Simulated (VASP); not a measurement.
# TaH (I-4m2) in VASP: single point with PBE

Aim: the single point of TaH with PBE.

Program: VASP 6.6.1. These are calculated values, not measurements. Logs are shortened: lines on timing, memory, paths and dates and some standing lists are left out, and cuts for length are marked.

## (1) The cell of the first run

It takes space group I-4m2 (No. 119, tetragonal). Conventional cell: a = 3.435 Å, b = 3.435 Å, c = 3.530 Å, α = 90.00°, β = 90.00°, γ = 90.00°. Ta (site symmetry -4m2) has 4 H at 1.93 Å within 2.6 Å. H (site symmetry -4m2) has 4 Ta at 1.93 Å within 2.6 Å.

## (2) Single point, PBE

The input, INCAR:

```
SYSTEM = TaH
PREC     = Accurate       ! precision mode
ENCUT    = 500            ! plane-wave cutoff, eV
EDIFF    = 1E-6           ! SCF threshold, eV
ISMEAR   = 0              ! smearing method
SIGMA    = 0.1            ! smearing width, eV
LREAL    = .False.        ! projectors in reciprocal space
LASPH    = .True.         ! aspherical terms in the spheres
NELM     = 120            ! most SCF steps
ALGO     = Normal         ! electronic algorithm
ISIF     = 2              ! what is computed and relaxed
LWAVE    = .False.        ! write WAVECAR
LCHARG   = .False.        ! write CHGCAR
GGA      = PE             ! functional
NBANDS   = 13             ! bands
GGA_COMPAT= .False.
```

The input, KPOINTS:

```
Automatic mesh
0
Gamma
  8 8 8
  0 0 0
```

The input, POSCAR:

```
TaH
1.0
   -1.7172898423      1.7172898423      1.7647993527
    1.7172898423     -1.7172898423      1.7647993527
    1.7172898423      1.7172898423     -1.7647993527
Ta H
1 1
Direct
    0.0000000000      0.0000000000      0.0000000000
    0.2500000000      0.7500000000      0.5000000000
```

Potentials or basis: VASP PAW PBE potentials, release 64 (Ta_pv, H).

Started as:

```sh
$ cat potpaw_PBE.64/Ta_pv/POTCAR potpaw_PBE.64/H/POTCAR > POTCAR
$ mpirun -np 1 vasp_std > vasp.out
```

OUTCAR:

```text
SYSTEM = TaH
   PREC = Accurate
   ENCUT = 500
   EDIFF = 1E-6
   ISMEAR = 0
   LREAL = .False.
   LASPH = .True.
   NELM = 120
   ISIF = 2
   GGA = PE

 ion  position               nearest neighbor table
   1  0.000  0.000  0.000-   2 1.93   2 1.93   2 1.93   2 1.93
   2  0.250  0.750  0.500-   1 1.93   1 1.93   1 1.93   1 1.93

  LATTYP: Found a body centered tetragonal cell.
 ALAT       =     3.4345796846
 C/A-ratio  =     1.0276654000

  Lattice vectors:

 A1 = (  -1.7172898423,   1.7172898423,   1.7647993527)
 A2 = (   1.7172898423,  -1.7172898423,   1.7647993527)
 A3 = (   1.7172898423,   1.7172898423,  -1.7647993527)

Analysis of symmetry for initial positions (statically):
=====================================================================
 Subroutine PRICEL returns:
 Original cell was already a primitive cell.

 Routine SETGRP: Setting up the symmetry group for a
 body centered tetragonal supercell.

 Subroutine GETGRP returns: Found  8 space group operations
 (whereof  8 operations were pure point group operations)
 out of a pool of 16 trial point group operations.

The static configuration has the point symmetry D_2d.

Analysis of symmetry for dynamics (positions and initial velocities):
=====================================================================
 Subroutine PRICEL returns:
 Original cell was already a primitive cell.

 Routine SETGRP: Setting up the symmetry group for a
 body centered tetragonal supercell.

 Subroutine GETGRP returns: Found  8 space group operations
 (whereof  8 operations were pure point group operations)
 out of a pool of 16 trial point group operations.

The dynamic configuration has the point symmetry D_2d.

 Subroutine INISYM returns: Found  8 space group operations
 (whereof  8 operations are pure point group operations),
 and found     1 'primitive' translations

----------------------------------------------------------------------------------------

                                     Primitive cell

  volume of cell :      20.8182

  direct lattice vectors                    reciprocal lattice vectors
    -1.717289842  1.717289842  1.764799353     0.000000000  0.291156442  0.283318327
     1.717289842 -1.717289842  1.764799353     0.291156442  0.000000000  0.283318327
     1.717289842  1.717289842 -1.764799353     0.291156442  0.291156442  0.000000000

  length of vectors
     3.002113516  3.002113516  3.002113516     0.406252813  0.406252813  0.411757389

  position of ions in fractional coordinates (direct lattice)
     0.000000000  0.000000000  0.000000000
     0.250000000  0.750000000  0.500000000

  ion indices of the primitive-cell ions
   primitive index   ion index
                 1           1
                 2           2

----------------------------------------------------------------------------------------

 KPOINTS: Automatic mesh

Automatic generation of k-mesh.
 Grid dimensions read from file:
 generate k-points for:    8    8    8

 Generating k-lattice:

  Cartesian coordinates                     Fractional coordinates (reciprocal lattice)
     0.000000000  0.036394555  0.035414791     0.125000000  0.000000000  0.000000000
     0.036394555  0.000000000  0.035414791     0.000000000  0.125000000  0.000000000
     0.036394555  0.036394555  0.000000000     0.000000000  0.000000000  0.125000000

  Length of vectors
     0.050781602  0.050781602  0.051469674

  Shift w.r.t. Gamma in fractional coordinates (k-lattice)
     0.000000000  0.000000000  0.000000000

 Subroutine IBZKPT returns following result:
 ===========================================

 Found     59 irreducible k-points:

 Following reciprocal coordinates:
            Coordinates               Weight
  0.000000  0.000000  0.000000      1.000000
  0.125000  0.000000  0.000000      8.000000
  0.250000  0.000000  0.000000      8.000000
  0.375000 -0.000000  0.000000      8.000000
  0.500000  0.000000  0.000000      4.000000
  0.125000  0.125000  0.000000      8.000000
[... 16 lines left out ...]
  0.250000  0.125000  0.125000     16.000000
  0.375000  0.125000  0.125000      8.000000
 [... further k-points ...]
   k-points           NKPTS =     59   k-points in BZ     NKDIM =     59   number of bands    NBANDS=     13
   number of dos      NEDOS =    301   number of ions     NIONS =      2
   total plane-waves  NPLWV =  13824
   dimension x,y,z NGX =    24 NGY =   24 NGZ =   24
   dimension x,y,z NGXF=    48 NGYF=   48 NGZF=   48
   ions per type =               1   1
   NGX,Y,Z   is equivalent  to a cutoff of  13.29, 13.29, 13.29 a.u.
   NGXF,Y,Z  is equivalent  to a cutoff of  26.58, 26.58, 26.58 a.u.
 SYSTEM =  TaH
   PREC   = accura    normal or accurate (medium, high low for compatibility)
   ISTART =      0    job   : 0-new  1-cont  2-samecut
   ICHARG =      2    charge: 1-file 2-atom 10-const
   ISPIN  =      1    spin polarized calculation?
   LNONCOLLINEAR =      F non collinear calculations
   LSORBIT =      F    spin-orbit coupling
   LASPH  =      T    aspherical Exc in radial PAW
   ENCUT  =  500.0 eV  36.75 Ry    6.06 a.u.   5.47  5.47  5.47*2*pi/ulx,y,z
   NELM   =    120;   NELMIN=  2; NELMDL= -5     # of ELM steps
   EDIFF  = 0.1E-05   stopping-criterion for ELM
   LREAL  =      F    real-space projection
   EDIFFG = 0.1E-04   stopping-criterion for IOM
   NSW    =      0    number of steps for IOM
   IBRION =     -1    ionic relax: 0-MD 1-quasi-New 2-CG
   NFREE  =      0    steps in history (QN), initial steepest desc. (CG)
   ISIF   =      2    stress and relaxation
   ISYM   =      2    0-nonsym 1-usesym 2-fastsym
   POTIM  = 0.5000    time-step for ionic-motion
   TEBEG  =    0.0;   TEEND  =   0.0 temperature during run
   PSTRESS=    0.0 pullay stress
   NELECT =      12.0000    total number of electrons
   NUPDOWN=      -1.0000    fix difference up-down
   EMIN   =  10.00;   EMAX   =-10.00  energy-range for DOS
   EFERMI =   0.00;   METHOD = LEGACY
   ISMEAR =     0;   SIGMA  =   0.10  broadening in eV -4-tet -1-fermi 0-gaus
   EFERMI_NEDOS =   21; number of points for ismear=-14 and -15
   IALGO  =     38    algorithm
   IMIX   =      4    mixing-type and parameters
     AMIX     =   0.40;   BMIX     =  1.00
     AMIX_MAG =   1.60;   BMIX_MAG =  1.00
  volume/ion in A,a.u.               =      10.41        70.24
  Fermi-wavevector in a.u.,A,eV,Ry     =   1.362452  2.574660 25.256144  1.856274
  Thomas-Fermi vector in A             =   2.488940
   LORBIT       =      0    0 simple, 1 ext, 2 COOP (PROOUT), +10 PAW based schemes
   GGA     = PE    functional components
   LHFCALC =     F    Hartree Fock is set to
   AEXX    =    0.0000 exact exchange contribution
   IVDW    =     0    specifies the selected vdW correction
   LEPSILON=     F    determine dielectric tensor
   LRPA    =     F    only Hartree local field effects (RPA)
 non-spin polarized calculation
 Gauss-broadening in eV      SIGMA  =   0.10
  energy-cutoff  :      500.00
  volume of cell :       20.82
 maximum number of plane-waves:       547
 NGX is ok and might be reduce to    24
   NGX = 11   NGY = 11   NGZ = 11

 number of electron      12.0000001 magnetization

 Free energy of the ion-electron system (eV)
  ---------------------------------------------------
  ext. energy  EPLUGINS =         0.00000000
  ---------------------------------------------------
  free energy    TOTEN  =       -15.49765574 eV

  energy without entropy =      -15.49354253  energy(sigma->0) =      -15.49559914

 E-fermi :   5.9209     XC(G=0): -12.3632

 val. band max:        5.9199866162   @ k =  -0.2500   0.3750   0.2500
 cond. band min:       5.9225510455   @ k =  -0.1250   0.1250   0.1250
 fundamental gap:      0.0025644294
 Fermi energy:         5.9209389696

 k-point     1 :       0.0000    0.0000    0.0000
  band No.  band energies     occupation
      1     -28.4219      2.00000
      2     -28.4219      2.00000
      3     -28.3839      2.00000
      4      -5.1060      2.00000
      5       5.2747      2.00000
      6       5.2747      2.00000
      7       5.8138      1.87027
      8       7.6754      0.00000
      9       7.8881      0.00000
     10      12.0015      0.00000
     11      18.7491      0.00000
     12      18.7491      0.00000
     13      19.5822      0.00000

 k-point     2 :       0.1250    0.0000    0.0000
  band No.  band energies     occupation
      1     -28.5293      2.00000
      2     -28.4584      2.00000
      3     -28.3993      2.00000
      4      -4.6143      2.00000
      5       4.7763      2.00000
      6       5.1295      2.00000
      7       6.1725      0.00037
      8       7.0391      0.00000
      9       8.1749      0.00000
     10      13.1179      0.00000
     11      19.5236      0.00000
     12      19.5820      0.00000
     13      19.7682      0.00000

 k-point     3 :       0.2500    0.0000    0.0000
  band No.  band energies     occupation
      1     -28.8127      2.00000
      2     -28.5456      2.00000
      3     -28.4017      2.00000
      4      -3.4479      2.00000
      5       3.7152      2.00000
      6       4.4491      2.00000
      7       7.3373      0.00000
      8       7.7297      0.00000
      9       8.2700      0.00000
     10      14.1085      0.00000
     11      19.0714      0.00000
     12      19.5918      0.00000
     13      21.8612      0.00000
[... 305 lines left out ...]
 k-point    23 :       0.2500    0.1250    0.1250
  band No.  band energies     occupation
      1     -29.0520      2.00000
      2     -28.6666      2.00000
      3     -28.5071      2.00000
      4      -1.7657      2.00000
      5       3.0503      2.00000
      6       3.6748      2.00000
      7       8.2629      0.00000
      8       8.8786      0.00000
      9      11.4111      0.00000
     10      13.8181      0.00000
     11      14.8029      0.00000
     12      17.8697      0.00000
     13      19.5871      0.00000

 k-point    24 :       0.3750    0.1250    0.1250
  band No.  band energies     occupation
      1     -29.0777      2.00000
      2     -28.7494      2.00000
      3     -28.5131      2.00000
      4      -1.5347      2.00000
      5       3.2257      2.00000
      6       4.0226      2.00000
      7       8.3306      0.00000
      8       9.0999      0.00000
      9      12.1511      0.00000
     10      12.4509      0.00000
     11      14.3952      0.00000
     12      17.2153      0.00000
     13      19.5860      0.00000

 [... further k-points ...]
[... 5 lines left out ...]
  --------------------------------------------------------------------------------------
  -------------------------------------------------------------------------------------
  Total        0.0116317      0.0116317     -0.0906656      0.0000000      0.0000000      0.0000000
  in kB        0.8951825      0.8951825     -6.9776748      0.0000000      0.0000000      0.0000000
  external PRESSURE =      -1.7291033 kB  Pullay stress =       0.0000000 kB

 VOLUME and BASIS-vectors are now :
 -----------------------------------------------------------------------------
  energy-cutoff  :      500.00
  volume of cell :       20.82
      direct lattice vectors                 reciprocal lattice vectors
    -1.717289842  1.717289842  1.764799353     0.000000000  0.291156442  0.283318327
     1.717289842 -1.717289842  1.764799353     0.291156442  0.000000000  0.283318327
     1.717289842  1.717289842 -1.764799353     0.291156442  0.291156442  0.000000000

 POSITION                                       TOTAL-FORCE (eV/Angst)
 -----------------------------------------------------------------------------------
      0.00000      0.00000      0.00000         0.000000     -0.000000     -0.000000
      1.71729     -0.00000      0.88240        -0.000000      0.000000      0.000000
 -----------------------------------------------------------------------------------
    total drift:                                0.000000     -0.000000      0.000000

  FREE ENERGIE OF THE ION-ELECTRON SYSTEM (eV)
  ---------------------------------------------------
  free  energy   TOTEN  =       -15.4976557420 eV

  energy  without entropy=      -15.4935425292  energy(sigma->0) =      -15.49559914
```

Wall time 7.1 s (1 thread of Intel Xeon 6975P-C (Granite Rapids), shared host); peak memory 0.14 GiB.

Results:

* Free energy: -15.4977 eV
* Pressure: -0.2 GPa
* Band gap on the k mesh: zero (band 6 reaches 8.74 eV, above the bottom of band 7 at 5.27 eV)

Caveat: spin-orbit coupling is left out, which moves the levels of the heavy elements.
